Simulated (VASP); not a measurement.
Input of a VASP 6.6.1 run:

The input POSCAR:

```
MgO
1.0
    0.0000000000      2.3061600000      2.3061600000
    2.3061600000      0.0000000000      2.3061600000
    2.3061600000      2.3061600000      0.0000000000
Mg O
1 1
Direct
    0.5000000000      0.5000000000      0.5000000000
    0.7500000000      0.7500000000      0.7500000000
```

The input INCAR.step1:

```
SYSTEM = MgO
  PREC = Accurate
  ENCUT = 600
  EDIFF = 1E-5
  ISMEAR = -1
  SIGMA = 0.05
  LREAL = .False.
  LASPH = .True.
  NELM = 80
  ALGO = Normal
  LWAVE = .True.
  LCHARG = .False.
  GGA = PE
  NBANDS = 11
```

Contents of INCAR.step2:

```
SYSTEM = MgO
  PREC = Accurate
  ENCUT = 600
  EDIFF = 1E-6
  ISMEAR = -1
  SIGMA = 0.05
  LREAL = .False.
  LASPH = .True.
  NELM = 80
  ALGO = Normal
  ISIF = 3
  LWAVE = .False.
  LCHARG = .False.
  GGA = PS
  LHFCALC = .True.
  AEXX = 0.25
  PRECFOCK = Normal
  IBRION = 2
  NSW = 60
  EDIFFG = -0.01
  ISTART = 1
```

Contents of KPOINTS:

```
Automatic mesh
0
Gamma
  5 5 5
  0 0 0
```

Potentials or basis: VASP PAW PBE potentials, release 64 (Mg, O).

Command:

```sh
$ cat potpaw_PBE.64/Mg/POTCAR potpaw_PBE.64/O/POTCAR > POTCAR
$ cp INCAR.step1 INCAR
$ mpirun -np 1 vasp_std > vasp.out
$ cp INCAR.step2 INCAR
$ mpirun -np 1 vasp_std > vasp.out
```

Task: Predict the band gap on the k mesh.

Result: 6.02 eV, direct.

Task: What does it give for the relaxed volume?

Result: 11.65 Å³/atom.

Final structure:
```
Mg O
1.0
     0.00000    2.26688    2.26688
     2.26688    0.00000    2.26688
     2.26688    2.26688    0.00000
Mg O
1 1
Direct
  0.50000 0.50000 0.50000
  0.75000 0.75000 0.75000
```

Caveat: the k points lie up to 0.48 Å⁻¹ apart in the final cell; the PAW data sets were made with another functional, which shifts forces and pressure a little.
